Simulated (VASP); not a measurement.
# H7ClO3 (Cc) in VASP: electric field gradients with r2SCAN

Aim: the electric field gradients of H7ClO3 with r2SCAN.

Program: VASP 6.6.1. These are calculated values, not measurements. Logs are shortened: lines on timing, memory, paths and dates and some standing lists are left out, and cuts for length are marked.

## 1. The cell of the first run

It takes space group Cc (No. 9, monoclinic). Conventional cell: a = 7.472 Å, b = 10.036 Å, c = 6.675 Å, α = 90.00°, β = 123.24°, γ = 90.00°. H (site symmetry 1) has 1 O at 0.99 Å within 1.3 Å. H (site symmetry 1) has 1 O at 0.99 Å within 1.3 Å. Within 1.3 Å of H (site symmetry 1) lie 1 O at 1.00 Å. H (site symmetry 1) has 1 O at 1.01 Å within 1.4 Å. H (site symmetry 1) has 1 O at 0.99 Å within 1.3 Å. Within 1.5 Å of H (site symmetry 1) lie 2 O at 1.13 to 1.30 Å. Within 1.3 Å of H (site symmetry 1) lie 1 O at 0.99 Å. Cl (site symmetry 1) has 4 H at 2.02 to 2.12 Å within 2.7 Å.

## 2. Electric field gradients, r2SCAN

Input file POSCAR:

```
H7ClO3
1.0
    3.7361195099     -5.0178371500      0.0000000000
    3.7361195099      5.0178371500      0.0000000000
   -3.6585804227      0.0000000000      5.5829077375
H Cl O
14 2 6
Direct
    0.1954194600      0.1795307400      0.5540582800
    0.3175565600      0.0769293000      0.3977762200
    0.1795307400      0.1954194600      0.0540582800
    0.0769293000      0.3175565600      0.8977762200
    0.8216019100      0.6896392800      0.7607533800
    0.5349842100      0.4656805200      0.6201953000
    0.4656805200      0.5349842100      0.1201953000
    0.6896392800      0.8216019100      0.2607533800
    0.4839083300      0.0509807500      0.7238724100
    0.5907815600      0.7892090100      0.7242719900
    0.4323963900      0.9333244300      0.8910193700
    0.0509807500      0.4839083300      0.2238724100
    0.7892090100      0.5907815600      0.2242719900
    0.9333244300      0.4323963900      0.3910193700
    0.8572990400      0.1789896000      0.5252312300
    0.1789896000      0.8572990400      0.0252312300
    0.3591176100      0.1903268200      0.5619995800
    0.1903268200      0.3591176100      0.0619995800
    0.6445645900      0.6366855500      0.6458723900
    0.6366855500      0.6445645900      0.1458723900
    0.5503601700      0.9780181500      0.8268518400
    0.9780181500      0.5503601700      0.3268518400
```

Input file INCAR.step1:

```
SYSTEM = H7ClO3
PREC = Accurate
ENCUT = 910
ISMEAR = -1
SIGMA = 0.02
LREAL = Auto
LASPH = .TRUE.
NELM = 120
NBANDS = 49
GGA = PE
ALGO = Normal
EDIFF = 1E-5
LWAVE = .TRUE.
LCHARG = .FALSE.
GGA_COMPAT = .FALSE.
```

Input file INCAR.step2:

```
SYSTEM = H7ClO3
PREC = Accurate
ENCUT = 910
EDIFF = 1E-7
ISMEAR = -1
SIGMA = 0.02
LREAL = Auto
LASPH = .TRUE.
NELM = 120
ALGO = Normal
ISIF = 2
LWAVE = .FALSE.
LCHARG = .FALSE.
METAGGA = R2SCAN
LMIXTAU = .TRUE.
LEFG = .TRUE.
NBANDS = 49
ISTART = 1
GGA_COMPAT = .FALSE.
```

Input file KPOINTS:

```
Automatic mesh
0
G
  4 4 4
  0 0 0
```

Potentials or basis: VASP PAW PBE potentials, release 64 (H_h, Cl, O_h).

Run with:

```
$ cat potpaw_PBE.64/H_h/POTCAR potpaw_PBE.64/Cl/POTCAR potpaw_PBE.64/O_h/POTCAR > POTCAR
$ cp INCAR.step1 INCAR
$ mpirun -np 1 vasp_std > vasp.out
$ cp INCAR.step2 INCAR
$ mpirun -np 1 vasp_std > vasp.out
```

OUTCAR:

```text
SYSTEM = H7ClO3
   PREC = Accurate
   ENCUT = 910
   EDIFF = 1E-7
   ISMEAR = -1
   LREAL = Auto
   LASPH = .TRUE.
   NELM = 120
   ISIF = 2
   METAGGA = R2SCAN
   ISTART = 1

 ion  position               nearest neighbor table
   1  0.195  0.180  0.554-  17 0.99
   2  0.318  0.077  0.398-  17 0.99
   3  0.180  0.195  0.054-  18 0.99
   4  0.077  0.318  0.898-  18 0.99
   5  0.822  0.690  0.761-  19 1.00
   6  0.535  0.466  0.620-  19 1.01
   7  0.466  0.535  0.120-  20 1.01
   8  0.690  0.822  0.261-  20 1.00
   9  0.484  0.051  0.724-  21 0.99
  10  0.591  0.789  0.724-  19 1.13
  11  0.432  0.933  0.891-  21 0.99
  12  0.051  0.484  0.224-  22 0.99
  13  0.789  0.591  0.224-  20 1.13
  14  0.933  0.432  0.391-  22 0.99
  15  0.857  0.179  0.525-
  16  0.179  0.857  0.025-
  17  0.359  0.190  0.562-   2 0.99   1 0.99
  18  0.190  0.359  0.062-   4 0.99   3 0.99
  19  0.645  0.637  0.646-   5 1.00   6 1.01  10 1.13
  20  0.637  0.645  0.146-   8 1.00   7 1.01  13 1.13
  21  0.550  0.978  0.827-  11 0.99   9 0.99
  22  0.978  0.550  0.327-  14 0.99  12 0.99

  LATTYP: Found a base centered monoclinic cell.
 ALAT       =     7.4722390198
 B/A-ratio  =     1.3430611994
 C/A-ratio  =     0.8932909487
 COS(beta)  =    -0.5481115037

  Lattice vectors:

 A1 = (   3.7361195099,  -5.0178371500,   0.0000000000)
 A2 = (   3.7361195099,   5.0178371500,   0.0000000000)
 A3 = (  -3.6585804227,   0.0000000000,   5.5829077375)

Analysis of symmetry for initial positions (statically):
=====================================================================
 Subroutine PRICEL returns:
 Original cell was already a primitive cell.

 Routine SETGRP: Setting up the symmetry group for a
 base centered monoclinic supercell.

 Subroutine GETGRP returns: Found  2 space group operations
 (whereof  1 operations were pure point group operations)
 out of a pool of  4 trial point group operations.

The static configuration has the point symmetry C_1 .
 The point group associated with its full space group is C_1h.

Analysis of symmetry for dynamics (positions and initial velocities):
=====================================================================
 Subroutine PRICEL returns:
 Original cell was already a primitive cell.

 Routine SETGRP: Setting up the symmetry group for a
 base centered monoclinic supercell.

 Subroutine GETGRP returns: Found  2 space group operations
 (whereof  1 operations were pure point group operations)
 out of a pool of  4 trial point group operations.

The dynamic configuration has the point symmetry C_1 .
 The point group associated with its full space group is C_1h.

 Subroutine INISYM returns: Found  2 space group operations
 (whereof  1 operations are pure point group operations),
 and found     1 'primitive' translations

----------------------------------------------------------------------------------------

                                     Primitive cell

  volume of cell :     209.3282

  direct lattice vectors                    reciprocal lattice vectors
     3.736119510 -5.017837150  0.000000000     0.133828695 -0.099644525  0.087700365
     3.736119510  5.017837150  0.000000000     0.133828695  0.099644525  0.087700365
    -3.658580423  0.000000000  5.582907738     0.000000000  0.000000000  0.179118131

  length of vectors
     6.255979432  6.255979432  6.674883483     0.188495372  0.188495372  0.179118131

[... 115 lines left out ...]
   LSORBIT =      F    spin-orbit coupling
   LASPH  =      T    aspherical Exc in radial PAW
   ENCUT  =  910.0 eV  66.88 Ry    8.18 a.u.  15.39 15.39 16.42*2*pi/ulx,y,z
   NELM   =    120;   NELMIN=  2; NELMDL=  0     # of ELM steps
   EDIFF  = 0.1E-06   stopping-criterion for ELM
   LREAL  =      T    real-space projection
   EDIFFG = 0.1E-05   stopping-criterion for IOM
   NSW    =      0    number of steps for IOM
   IBRION =     -1    ionic relax: 0-MD 1-quasi-New 2-CG
   NFREE  =      0    steps in history (QN), initial steepest desc. (CG)
   ISIF   =      2    stress and relaxation
   ISYM   =      2    0-nonsym 1-usesym 2-fastsym
   POTIM  = 0.5000    time-step for ionic-motion
   TEBEG  =    0.0;   TEEND  =   0.0 temperature during run
   PSTRESS=    0.0 pullay stress
   NELECT =      64.0000    total number of electrons
   NUPDOWN=      -1.0000    fix difference up-down
   EMIN   =  10.00;   EMAX   =-10.00  energy-range for DOS
   EFERMI =   0.00;   METHOD = LEGACY
   ISMEAR =    -1;   SIGMA  =   0.02  broadening in eV -4-tet -1-fermi 0-gaus
   EFERMI_NEDOS =   21; number of points for ismear=-14 and -15
   IALGO  =     38    algorithm
   IMIX   =      4    mixing-type and parameters
     AMIX     =   0.40;   BMIX     =  1.00
     AMIX_MAG =   1.60;   BMIX_MAG =  1.00
  volume/ion in A,a.u.               =       9.51        64.21
  Fermi-wavevector in a.u.,A,eV,Ry     =   1.102873  2.084128 16.549163  1.216329
  Thomas-Fermi vector in A             =   2.239323
   LORBIT       =      0    0 simple, 1 ext, 2 COOP (PROOUT), +10 PAW based schemes
   METAGGA = R2SCAN    functional components
   LHFCALC =     F    Hartree Fock is set to
   AEXX    =    0.0000 exact exchange contribution
   IVDW    =     0    specifies the selected vdW correction
   LEPSILON=     F    determine dielectric tensor
   LRPA    =     F    only Hartree local field effects (RPA)
 non-spin polarized calculation
  energy-cutoff  :      910.00
  volume of cell :      209.33
 maximum number of plane-waves:     13082
 NGX is ok and might be reduce to    64
   NGX = 31   NGY = 31   NGZ = 33

 number of electron      63.9999999 magnetization

 Free energy of the ion-electron system (eV)
  ---------------------------------------------------
  ext. energy  EPLUGINS =         0.00000000
  ---------------------------------------------------
  free energy    TOTEN  =      -118.61822353 eV

  energy without entropy =     -118.61822353  energy(sigma->0) =     -118.61822353

 E-fermi :  -1.7712     XC(G=0):  -8.2724

 val. band max:       -2.3046939109   @ k =   0.5000  -0.0000  -0.0000
 cond. band min:       3.5904343204   @ k =   0.0000   0.0000   0.0000
 fundamental gap:      5.8951282313
 Fermi energy:        -1.7712028904

 k-point     1 :       0.0000    0.0000    0.0000
  band No.  band energies     occupation
      1     -23.5448      2.00000
      2     -23.4176      2.00000
      3     -22.4151      2.00000
      4     -22.3633      2.00000
      5     -22.2738      2.00000
      6     -22.2615      2.00000
[... 1117 lines left out ...]
     43       9.5781      0.00000
     44       9.5781      0.00000
 [bands above 44 left out]

------------------------ aborting loop because EDIFF is reached ----------------------------------------

  FORCE on cell =-STRESS in cart. coord.  units (eV):
  Direction    XX          YY          ZZ          XY          YZ          ZX
  --------------------------------------------------------------------------------------
  -------------------------------------------------------------------------------------
  Total       -0.2159925     -0.1970820     -0.1512578      0.0000000      0.0000000      0.0573594
  in kB       -1.6531851     -1.5084460     -1.1577121      0.0000000      0.0000000      0.4390232
  external PRESSURE =      -1.4397811 kB  Pullay stress =       0.0000000 kB

 VOLUME and BASIS-vectors are now :
 -----------------------------------------------------------------------------
  energy-cutoff  :      910.00
  volume of cell :      209.33
      direct lattice vectors                 reciprocal lattice vectors
     3.736119510 -5.017837150  0.000000000     0.133828695 -0.099644525  0.087700365
     3.736119510  5.017837150  0.000000000     0.133828695  0.099644525  0.087700365
    -3.658580423  0.000000000  5.582907738     0.000000000  0.000000000  0.179118131

 POSITION                                       TOTAL-FORCE (eV/Angst)
 -----------------------------------------------------------------------------------
     -0.62621     -0.07973      3.09326         0.043896     -0.067771     -0.026287
      0.01855     -1.20743      2.22075        -0.009327      0.057052      0.057284
      1.20308      0.07973      0.30180         0.043896      0.067771     -0.026287
     -1.81074      1.20743      5.01220        -0.009327     -0.057052      0.057284
      2.86290     -0.66217      4.24722        -0.047806      0.032881     -0.006199
      1.46957     -0.34775      3.46249         0.036668      0.013957      0.038199
[... 14 lines left out ...]
      2.68510      2.14592      4.61624         0.027080      0.021683      0.030090
      4.51439     -2.14592      1.82478         0.027080     -0.021683      0.030090
 -----------------------------------------------------------------------------------
    total drift:                               -0.006904      0.000000     -0.000164

  FREE ENERGIE OF THE ION-ELECTRON SYSTEM (eV)
  ---------------------------------------------------
  free  energy   TOTEN  =      -118.6182235293 eV

  energy  without entropy=     -118.6182235293  energy(sigma->0) =     -118.61822353

 Electric field gradients (V/A^2)
---------------------------------------------------------------------
 ion       V_xx      V_yy      V_zz      V_xy      V_xz      V_yz
---------------------------------------------------------------------
   1       2.118    12.088   -14.206   -23.869     1.270    -0.220
   2     -16.690    -9.108    25.798    -2.051    -1.043    17.492
   3       2.118    12.088   -14.206    23.869     1.270     0.220
   4     -16.690    -9.108    25.798     2.051    -1.043   -17.492
   5      -5.563     3.751     1.812   -11.223    13.371   -17.551
   6      18.574    -6.902   -11.672     8.825     5.137     0.651
[... 14 lines left out ...]
  21      25.974    22.648   -48.622     2.523  -108.273   -20.766
  22      25.974    22.648   -48.622    -2.523  -108.273    20.766
---------------------------------------------------------------------

 Electric field gradients after diagonalization (V/A^2)
 (convention: |V_zz| > |V_xx| > |V_yy|)
----------------------------------------------------------------------
 ion       V_xx      V_yy      V_zz     asymmetry (V_yy - V_xx)/ V_zz
----------------------------------------------------------------------
   1     -17.500   -14.007    31.507       0.111
   2     -18.064   -15.052    33.116       0.091
   3     -17.500   -14.007    31.507       0.111
   4     -18.064   -15.052    33.116       0.091
   5     -16.342   -12.726    29.067       0.124
   6     -12.708    -9.394    22.102       0.150
[... 14 lines left out ...]
  21     105.623    21.816  -127.439       0.658
  22     105.623    21.816  -127.439       0.658
----------------------------------------------------------------------

           NMR quadrupolar parameters

 Cq : quadrupolar parameter    Cq=e*Q*V_zz/h
 eta: asymmetry parameters     (V_yy - V_xx)/ V_zz
 Q  : nuclear electric quadrupole moment in mb (millibarn)
----------------------------------------------------------------------
 ion       Cq(MHz)       eta       Q (mb)
----------------------------------------------------------------------
   1       0.076       0.111       1.000
   2       0.080       0.091       1.000
   3       0.076       0.111       1.000
   4       0.080       0.091       1.000
   5       0.070       0.124       1.000
   6       0.053       0.150       1.000
[... 14 lines left out ...]
  21      -0.308       0.658       1.000
  22      -0.308       0.658       1.000
----------------------------------------------------------------------
```

Wall time 28 min (1 thread of Intel Xeon 6975P-C (Granite Rapids), shared host); peak memory 0.88 GiB.

What came out:

```yaml
Free_energy: -118.6182 eV
Pressure: -0.1 GPa
Largest_force: 0.101 eV/Å
Band_gap_on_the_k_mesh: 5.90 eV
Largest_electric_field_gradient_by_atom: H +31.5, +33.1, +29.1, +22.1, +29.8, +4.7, +32.3 (each value once); Cl +13.2; O -113.9, -121.9, -127.4 (each value once) V/Å²
```

Forces in eV/Å, atoms in the order of the input:
```
H    0.044 -0.068 -0.026
H   -0.009  0.057  0.057
H    0.044  0.068 -0.026
H   -0.009 -0.057  0.057
H   -0.048  0.033 -0.006
H    0.037  0.014  0.038
H    0.037 -0.014  0.038
H   -0.048 -0.033 -0.006
H   -0.081 -0.038  0.047
H   -0.027 -0.017  0.005
H    0.062  0.002 -0.060
H   -0.081  0.038  0.047
H   -0.027  0.017  0.005
H    0.062 -0.002 -0.060
Cl  -0.021  0.022  0.000
Cl  -0.021 -0.022  0.000
O   -0.013  0.012 -0.033
O   -0.013 -0.012 -0.033
O    0.030 -0.021 -0.051
O    0.030  0.021 -0.051
O    0.027  0.022  0.030
O    0.027 -0.022  0.030
```

Levels at points of the mesh, in eV from the valence-band top:
```tsv
k point	band 30	band 31	band 32	band 33	band 34	band 35
(0.00, 0.00, 0.00)	-0.21	-0.02	0.00	5.90	9.17	9.50
(0.50, 0.00, 0.00)	-0.29	-0.17	0.00	7.66	8.10	9.04
(0.50, 0.50, 0.00)	-0.36	-0.28	-0.07	8.03	8.05	9.29
(0.00, 0.00, 0.50)	-0.30	-0.01	-0.01	7.74	7.74	9.05
(0.50, 0.00, 0.50)	-0.16	-0.12	-0.04	7.72	8.07	8.99
(0.50, 0.50, 0.50)	-0.39	-0.16	-0.16	8.52	8.52	9.11
```

Electric field gradients, principal values (V/Å²):
```tsv
atom	least	middle	greatest (by size)
1 H	-14.007	-17.500	31.507
2 H	-15.052	-18.064	33.116
3 H	-14.007	-17.500	31.507
4 H	-15.052	-18.064	33.116
5 H	-12.726	-16.342	29.067
6 H	-9.394	-12.708	22.102
7 H	-9.394	-12.708	22.102
8 H	-12.726	-16.342	29.067
9 H	-12.871	-16.902	29.773
10 H	-1.551	-3.149	4.700
11 H	-14.033	-18.236	32.269
12 H	-12.871	-16.902	29.773
13 H	-1.551	-3.149	4.700
14 H	-14.033	-18.236	32.269
15 Cl	-1.429	-11.785	13.214
16 Cl	-1.429	-11.785	13.214
17 O	5.316	108.573	-113.890
18 O	5.316	108.573	-113.890
19 O	35.822	86.061	-121.883
20 O	35.822	86.061	-121.883
21 O	21.816	105.623	-127.439
22 O	21.816	105.623	-127.439
```

Caveat: without QUAD_EFG the Cq values of the log hold for a quadrupole moment of 1 mb, not for the nuclei; the PAW data sets were made with another functional, which shifts forces and pressure a little.
